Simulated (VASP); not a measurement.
# BN (P6_3/mmc) in VASP: notebook

The runs below take BN through single point, with r2SCAN+D3(BJ).

Program: VASP 6.6.1. These are calculated values, not measurements. Logs are shortened: lines on timing, memory, paths and dates and some standing lists are left out, and cuts for length are marked.

### Step 1. The cell of the first run

The structure is hexagonal, space group P6_3/mmc (No. 194). The conventional cell has a = 2.476 Å, b = 2.476 Å, c = 5.621 Å, α = 90.00°, β = 90.00°, γ = 120.00°. B (site symmetry -6m2) has 3 N at 1.43 Å within 1.9 Å. N (site symmetry -6m2) has 3 B at 1.43 Å within 1.9 Å.

### Step 2. Single point, r2SCAN+D3(BJ) (7.46 Å³/atom)

File POSCAR:

```
BN
1.0
    2.4764420250      0.0000000000      0.0000000000
   -1.2382210125      2.1446617047      0.0000000000
    0.0000000000      0.0000000000      5.6212567970
B N
2 2
Direct
    0.3333333333      0.6666666667      0.2500000000
    0.6666666667      0.3333333333      0.7500000000
    0.3333333333      0.6666666667      0.7500000000
    0.6666666667      0.3333333333      0.2500000000
```

File INCAR.step1:

```
SYSTEM = BN
PREC = Accurate
ENCUT = 660
ISMEAR = 0
SIGMA = 0.05
LREAL = .FALSE.
LASPH = .TRUE.
NELM = 120
NBANDS = 16
GGA = PE
ALGO = Normal
EDIFF = 1E-5
LWAVE = .TRUE.
LCHARG = .FALSE.
GGA_COMPAT = .FALSE.
```

File INCAR.step2:

```
SYSTEM = BN
PREC = Accurate
ENCUT = 660
EDIFF = 1E-6
ISMEAR = 0
SIGMA = 0.05
LREAL = .FALSE.
LASPH = .TRUE.
NELM = 120
ALGO = Normal
ISIF = 2
LWAVE = .FALSE.
LCHARG = .TRUE.
METAGGA = R2SCAN
LMIXTAU = .TRUE.
IVDW = 12
LELF = .TRUE.
LVHAR = .TRUE.
NBANDS = 16
VDW_S6 = 1.0
VDW_S8 = 0.78981345
VDW_A1 = 0.49484001
VDW_A2 = 5.73083694
ISTART = 1
GGA_COMPAT = .FALSE.
```

File KPOINTS:

```
regular mesh
0
G
  10 10 4
  0 0 0
```

Potentials or basis: VASP PAW PBE potentials, release 64 (B, N).

Started as:

```bash
$ cat potpaw_PBE.64/B/POTCAR potpaw_PBE.64/N/POTCAR > POTCAR
$ cp INCAR.step1 INCAR
$ mpirun -np 1 vasp_std > vasp.out
$ cp INCAR.step2 INCAR
$ mpirun -np 1 vasp_std > vasp.out
```

OUTCAR:

```text
SYSTEM = BN
   PREC = Accurate
   ENCUT = 660
   EDIFF = 1E-6
   ISMEAR = 0
   LREAL = .FALSE.
   LASPH = .TRUE.
   NELM = 120
   ISIF = 2
   METAGGA = R2SCAN
   IVDW = 12
   ISTART = 1
 IVDW          = 12

 ion  position               nearest neighbor table
   1  0.333  0.667  0.250-   4 1.43   4 1.43   4 1.43
   2  0.667  0.333  0.750-   3 1.43   3 1.43   3 1.43
   3  0.333  0.667  0.750-   2 1.43   2 1.43   2 1.43
   4  0.667  0.333  0.250-   1 1.43   1 1.43   1 1.43

  LATTYP: Found a hexagonal cell.
 ALAT       =     2.4764420250
 C/A-ratio  =     2.2698923457

  Lattice vectors:

 A1 = (   2.4764420250,   0.0000000000,   0.0000000000)
 A2 = (  -1.2382210125,   2.1446617047,   0.0000000000)
 A3 = (   0.0000000000,   0.0000000000,   5.6212567970)

Analysis of symmetry for initial positions (statically):
=====================================================================
 Subroutine PRICEL returns:
 Original cell was already a primitive cell.

 Routine SETGRP: Setting up the symmetry group for a
 hexagonal supercell.

 Subroutine GETGRP returns: Found 24 space group operations
 (whereof 12 operations were pure point group operations)
 out of a pool of 24 trial point group operations.

The static configuration has the point symmetry D_3d.
 The point group associated with its full space group is D_6h.

Analysis of symmetry for dynamics (positions and initial velocities):
=====================================================================
 Subroutine PRICEL returns:
 Original cell was already a primitive cell.

 Routine SETGRP: Setting up the symmetry group for a
 hexagonal supercell.

 Subroutine GETGRP returns: Found 24 space group operations
 (whereof 12 operations were pure point group operations)
 out of a pool of 24 trial point group operations.

The dynamic configuration has the point symmetry D_3d.
 The point group associated with its full space group is D_6h.

 Subroutine INISYM returns: Found 24 space group operations
 (whereof 12 operations are pure point group operations),
 and found     1 'primitive' translations

----------------------------------------------------------------------------------------

                                     Primitive cell

  volume of cell :      29.8552

  direct lattice vectors                    reciprocal lattice vectors
     2.476442025  0.000000000  0.000000000     0.403805132  0.233137002  0.000000000
    -1.238221012  2.144661705  0.000000000     0.000000000  0.466274004  0.000000000
     0.000000000  0.000000000  5.621256797     0.000000000  0.000000000  0.177896160

  length of vectors
     2.476442025  2.476442025  5.621256797     0.466274004  0.466274004  0.177896160

  position of ions in fractional coordinates (direct lattice)
     0.333333333  0.666666667  0.250000000
     0.666666667  0.333333333  0.750000000
     0.333333333  0.666666667  0.750000000
     0.666666667  0.333333333  0.250000000

  ion indices of the primitive-cell ions
   primitive index   ion index
                 1           1
                 2           2
                 3           3
                 4           4

----------------------------------------------------------------------------------------

 KPOINTS: regular mesh

Automatic generation of k-mesh.
 Grid dimensions read from file:
 generate k-points for:   10   10    4

 Generating k-lattice:

  Cartesian coordinates                     Fractional coordinates (reciprocal lattice)
     0.040380513  0.023313700  0.000000000     0.100000000  0.000000000  0.000000000
     0.000000000  0.046627400  0.000000000     0.000000000  0.100000000  0.000000000
     0.000000000  0.000000000  0.044474040     0.000000000  0.000000000  0.250000000

  Length of vectors
     0.046627400  0.046627400  0.044474040

  Shift w.r.t. Gamma in fractional coordinates (k-lattice)
     0.000000000  0.000000000  0.000000000

 Subroutine IBZKPT returns following result:
 ===========================================

 Found     42 irreducible k-points:

 Following reciprocal coordinates:
            Coordinates               Weight
  0.000000  0.000000  0.000000      1.000000
  0.100000  0.000000  0.000000      6.000000
  0.200000  0.000000  0.000000      6.000000
  0.300000  0.000000  0.000000      6.000000
  0.400000 -0.000000  0.000000      6.000000
  0.500000  0.000000  0.000000      3.000000
[... 16 lines left out ...]
  0.300000  0.100000  0.250000     24.000000
  0.400000  0.100000  0.250000     24.000000
 [... further k-points ...]
   k-points           NKPTS =     42   k-points in BZ     NKDIM =     42   number of bands    NBANDS=     16
   number of dos      NEDOS =    301   number of ions     NIONS =      4
   total plane-waves  NPLWV =  27648
   dimension x,y,z NGX =    24 NGY =   24 NGZ =   48
   dimension x,y,z NGXF=    48 NGYF=   48 NGZF=   96
   ions per type =               2   2
   NGX,Y,Z   is equivalent  to a cutoff of  16.11, 16.11, 14.20 a.u.
   NGXF,Y,Z  is equivalent  to a cutoff of  32.22, 32.22, 28.39 a.u.
 SYSTEM =  BN
   PREC   = accura    normal or accurate (medium, high low for compatibility)
   ISTART =      1    job   : 0-new  1-cont  2-samecut
   ICHARG =      0    charge: 1-file 2-atom 10-const
   ISPIN  =      1    spin polarized calculation?
   LNONCOLLINEAR =      F non collinear calculations
   LSORBIT =      F    spin-orbit coupling
   LASPH  =      T    aspherical Exc in radial PAW
   ENCUT  =  660.0 eV  48.51 Ry    6.96 a.u.   5.19  5.19 11.78*2*pi/ulx,y,z
   NELM   =    120;   NELMIN=  2; NELMDL=  0     # of ELM steps
   EDIFF  = 0.1E-05   stopping-criterion for ELM
   LREAL  =      F    real-space projection
   EDIFFG = 0.1E-04   stopping-criterion for IOM
   NSW    =      0    number of steps for IOM
   IBRION =     -1    ionic relax: 0-MD 1-quasi-New 2-CG
   NFREE  =      0    steps in history (QN), initial steepest desc. (CG)
   ISIF   =      2    stress and relaxation
   ISYM   =      2    0-nonsym 1-usesym 2-fastsym
   POTIM  = 0.5000    time-step for ionic-motion
   TEBEG  =    0.0;   TEEND  =   0.0 temperature during run
   PSTRESS=    0.0 pullay stress
   NELECT =      16.0000    total number of electrons
   NUPDOWN=      -1.0000    fix difference up-down
   EMIN   =  10.00;   EMAX   =-10.00  energy-range for DOS
   EFERMI =   0.00;   METHOD = LEGACY
   ISMEAR =     0;   SIGMA  =   0.05  broadening in eV -4-tet -1-fermi 0-gaus
   EFERMI_NEDOS =   21; number of points for ismear=-14 and -15
   IALGO  =     38    algorithm
   IMIX   =      4    mixing-type and parameters
     AMIX     =   0.40;   BMIX     =  1.00
     AMIX_MAG =   1.60;   BMIX_MAG =  1.00
  volume/ion in A,a.u.               =       7.46        50.37
  Fermi-wavevector in a.u.,A,eV,Ry     =   1.329764  2.512890 24.058819  1.768273
  Thomas-Fermi vector in A             =   2.458902
   LORBIT       =      0    0 simple, 1 ext, 2 COOP (PROOUT), +10 PAW based schemes
   METAGGA = R2SCAN    functional components
   LHFCALC =     F    Hartree Fock is set to
   AEXX    =    0.0000 exact exchange contribution
   IVDW    =    12    specifies the selected vdW correction
   LEPSILON=     F    determine dielectric tensor
   LRPA    =     F    only Hartree local field effects (RPA)
 non-spin polarized calculation
 Gauss-broadening in eV      SIGMA  =   0.05
  energy-cutoff  :      660.00
  volume of cell :       29.86
 maximum number of plane-waves:      1175
 NGX is ok and might be reduce to    24
   NGX = 11   NGY = 11   NGZ = 23

 number of electron      16.0000000 magnetization

 Free energy of the ion-electron system (eV)
  ---------------------------------------------------
  ext. energy  EPLUGINS =         0.00000000
  ---------------------------------------------------
  free energy    TOTEN  =       -38.36936669 eV

  energy without entropy =      -38.36936669  energy(sigma->0) =      -38.36936669

 E-fermi :   4.0285     XC(G=0): -11.9392

 val. band max:        3.7820181820   @ k =   0.3000   0.2000   0.0000
 cond. band min:       8.5232961657   @ k =   0.5000   0.0000   0.2500
 fundamental gap:      4.7412779836
 Fermi energy:         4.0285257927

 k-point     1 :       0.0000    0.0000    0.0000
  band No.  band energies     occupation
      1     -15.6501      2.00000
      2     -14.7317      2.00000
      3      -3.7976      2.00000
      4       0.6919      2.00000
      5       2.3020      2.00000
      6       2.3020      2.00000
[... 8 lines left out ...]
     15      17.8782      0.00000
     16      18.3471      0.00000

 k-point     2 :       0.1000    0.0000    0.0000
  band No.  band energies     occupation
      1     -15.4365      2.00000
      2     -14.5354      2.00000
      3      -3.5087      2.00000
      4       0.9310      2.00000
      5       1.4452      2.00000
      6       1.6405      2.00000
[... 8 lines left out ...]
     15      17.4091      0.00000
     16      18.5311      0.00000

 k-point     3 :       0.2000    0.0000    0.0000
  band No.  band energies     occupation
      1     -14.8116      2.00000
      2     -13.9654      2.00000
      3      -2.6566      2.00000
      4      -0.6017      2.00000
      5      -0.3399      2.00000
      6       0.9945      2.00000
[... 8 lines left out ...]
     15      19.8038      0.00000
     16      19.9815      0.00000

 k-point     4 :       0.3000    0.0000    0.0000
  band No.  band energies     occupation
      1     -13.8395      2.00000
      2     -13.1006      2.00000
      3      -2.9780      2.00000
      4      -2.6475      2.00000
      5      -1.2997      2.00000
      6       0.0815      2.00000
[... 8 lines left out ...]
     15      22.1835      0.00000
     16      22.6820      0.00000

 k-point     5 :       0.4000   -0.0000    0.0000
  band No.  band energies     occupation
      1     -12.7126      2.00000
      2     -12.1848      2.00000
      3      -4.9782      2.00000
      4      -4.6581      2.00000
      5      -0.5499      2.00000
      6      -0.2803      2.00000
[... 8 lines left out ...]
     15      21.0903      0.00000
     16      25.8898      0.00000

 k-point     6 :       0.5000    0.0000    0.0000
  band No.  band energies     occupation
      1     -12.0463      2.00000
      2     -11.7980      2.00000
      3      -5.7935      2.00000
      4      -5.5884      2.00000
      5      -0.7720      2.00000
      6      -0.4981      2.00000
[... 8 lines left out ...]
     15      20.7270      0.00000
     16      25.6799      0.00000
[... 267 lines left out ...]
 k-point    21 :       0.1000    0.1000    0.2500
  band No.  band energies     occupation
      1     -14.9053      2.00000
      2     -14.2964      2.00000
      3      -2.4294      2.00000
      4       0.1735      2.00000
      5       0.1989      2.00000
      6       0.6937      2.00000
[... 8 lines left out ...]
     15      18.7345      0.00000
     16      19.7636      0.00000

 k-point    22 :       0.2000    0.1000    0.2500
  band No.  band energies     occupation
      1     -14.1114      2.00000
      2     -13.5577      2.00000
      3      -1.9326      2.00000
      4      -1.6929      2.00000
      5      -1.2334      2.00000
      6       0.0582      2.00000
[... 8 lines left out ...]
     15      20.8144      0.00000
     16      21.3393      0.00000

 k-point    23 :       0.3000    0.1000    0.2500
  band No.  band energies     occupation
      1     -13.0551      2.00000
      2     -12.6066      2.00000
      3      -3.9920      2.00000
      4      -3.7674      2.00000
      5      -0.8172      2.00000
      6      -0.6204      2.00000
[... 8 lines left out ...]
     15      21.2698      0.00000
     16      23.3659      0.00000

 k-point    24 :       0.4000    0.1000    0.2500
  band No.  band energies     occupation
      1     -12.0877      2.00000
      2     -11.8409      2.00000
      3      -5.4636      2.00000
      4      -5.2797      2.00000
      5      -1.2720      2.00000
      6      -1.0640      2.00000
[... 8 lines left out ...]
     15      21.3193      0.00000
     16      25.3203      0.00000

 [... further k-points ...]

------------------------ aborting loop because EDIFF is reached ----------------------------------------

 Edisp (eV)   -0.33129

 E8    (eV) :    -0.0716

  FORCE on cell =-STRESS in cart. coord.  units (eV):
  Direction    XX          YY          ZZ          XY          YZ          ZX
  --------------------------------------------------------------------------------------
  -------------------------------------------------------------------------------------
  Total       2.47635     2.47635     2.25485     0.00000     0.00000     0.00000
  in kB     132.89277   132.89277   121.00645     0.00000     0.00000     0.00000
  external pressure =      128.93 kB  Pullay stress =        0.00 kB

 VOLUME and BASIS-vectors are now :
 -----------------------------------------------------------------------------
  energy-cutoff  :      660.00
  volume of cell :       29.86
      direct lattice vectors                 reciprocal lattice vectors
     2.476442025  0.000000000  0.000000000     0.403805132  0.233137002  0.000000000
    -1.238221012  2.144661705  0.000000000     0.000000000  0.466274004  0.000000000
     0.000000000  0.000000000  5.621256797     0.000000000  0.000000000  0.177896160

 POSITION                                       TOTAL-FORCE (eV/Angst)
 -----------------------------------------------------------------------------------
     -0.00000      1.42977      1.40531         0.000000      0.000000      0.000000
      1.23822      0.71489      4.21594        -0.000000     -0.000000      0.000000
     -0.00000      1.42977      4.21594        -0.000000      0.000000      0.000000
      1.23822      0.71489      1.40531         0.000000     -0.000000      0.000000
 -----------------------------------------------------------------------------------
    total drift:                               -0.000000      0.000000      0.000000

  FREE ENERGIE OF THE ION-ELECTRON SYSTEM (eV)
  ---------------------------------------------------
  free  energy   TOTEN  =       -38.7006527998 eV

  energy  without entropy=      -38.7006527998  energy(sigma->0) =      -38.70065280
```

Run time: 2.2 min. Hardware: 1 thread of Intel Xeon 8259CL, shared host; peak memory 0.18 GiB.

Results:

```yaml
Free_energy: -38.7007 eV
Pressure: 12.9 GPa
Band_gap_on_the_k_mesh: 4.74 eV (least direct gap 5.01 eV)
Dispersion_energy_per_atom: -0.083 eV
```

Caveat: the cell stands under pressure; the PAW data sets were made with another functional, which shifts forces and pressure a little.

### Step 3. Single point, r2SCAN+D3(BJ) (7.82 Å³/atom)

This run uses another cell than the first one, of 7.82 Å³/atom.

File POSCAR:

```
BN
1.0
    2.4839828561      0.0000000000      0.0000000000
   -1.2419914280      2.1511922560      0.0000000000
    0.0000000000      0.0000000000      5.8532349112
B N
2 2
Direct
    0.3333333333      0.6666666667      0.2500000000
    0.6666666667      0.3333333333      0.7500000000
    0.3333333333      0.6666666667      0.7500000000
    0.6666666667      0.3333333333      0.2500000000
```

File INCAR.step1:

```
PREC = Accurate ; ENCUT = 660
ISMEAR = 0 ; SIGMA = 0.05
LREAL = False ; LASPH = True
NELM = 120 ; NBANDS = 16
GGA = PE ; ALGO = Normal
EDIFF = 1E-5 ; LWAVE = True
LCHARG = False ; GGA_COMPAT = False
```

File INCAR.step2:

```
PREC = Accurate ; ENCUT = 660
EDIFF = 1E-6 ; ISMEAR = 0
SIGMA = 0.05 ; LREAL = False
LASPH = True ; NELM = 120
ALGO = Normal ; ISIF = 2
LWAVE = False ; LCHARG = False
METAGGA = R2SCAN ; LMIXTAU = True
IVDW = 12 ; VDW_S6 = 1.0
VDW_S8 = 0.78981345 ; VDW_A1 = 0.49484001
VDW_A2 = 5.73083694 ; NBANDS = 16
ISTART = 1 ; GGA_COMPAT = False
```

File KPOINTS:

```
Automatic mesh
0
Gamma
  10 10 4
```

Potentials or basis: VASP PAW PBE potentials, release 64 (B, N).

Started as:

```bash
$ cat potpaw_PBE.64/B/POTCAR potpaw_PBE.64/N/POTCAR > POTCAR
$ cp INCAR.step1 INCAR
$ mpirun -np 1 vasp_std > vasp.out
$ cp INCAR.step2 INCAR
$ mpirun -np 1 vasp_std > vasp.out
```

Run time: 2.8 min. Hardware: 1 thread of Intel Xeon 8259CL, shared host; peak memory 0.19 GiB.

It converged, with:

```
Free energy                : -38.7888 eV
Pressure                   : 8.0 GPa
Band gap on the k mesh     : 4.78 eV (least direct gap 5.01 eV)
Dispersion energy per atom : -0.079 eV
```

Stress tensor (GPa, compression positive):
```
8.40 0.00 0.00
0.00 8.40 0.00
0.00 0.00 7.29
```

Levels at points of the mesh, in eV from the valence-band top:
```
           k point  band 5  band 6  band 7  band 8  band 9  band 10  band 11  band 12
(0.00, 0.00, 0.00)   -1.42   -1.42   -1.30   -1.30    6.79    12.31    12.31    12.65
(0.50, 0.00, 0.00)   -4.45   -4.25   -2.05   -0.23    4.78     7.11    10.62    10.65
(0.00, 0.00, 0.50)   -1.36   -1.36   -1.36   -1.36   10.02    10.02    12.47    12.47
(0.50, 0.00, 0.50)   -4.36   -4.36   -1.02   -1.02    5.33     5.33    10.91    10.91
```

Caveat: the cell stands under pressure; the PAW data sets were made with another functional, which shifts forces and pressure a little. A k mesh can miss the band edges.

(Part 1 of 2 ends here.)
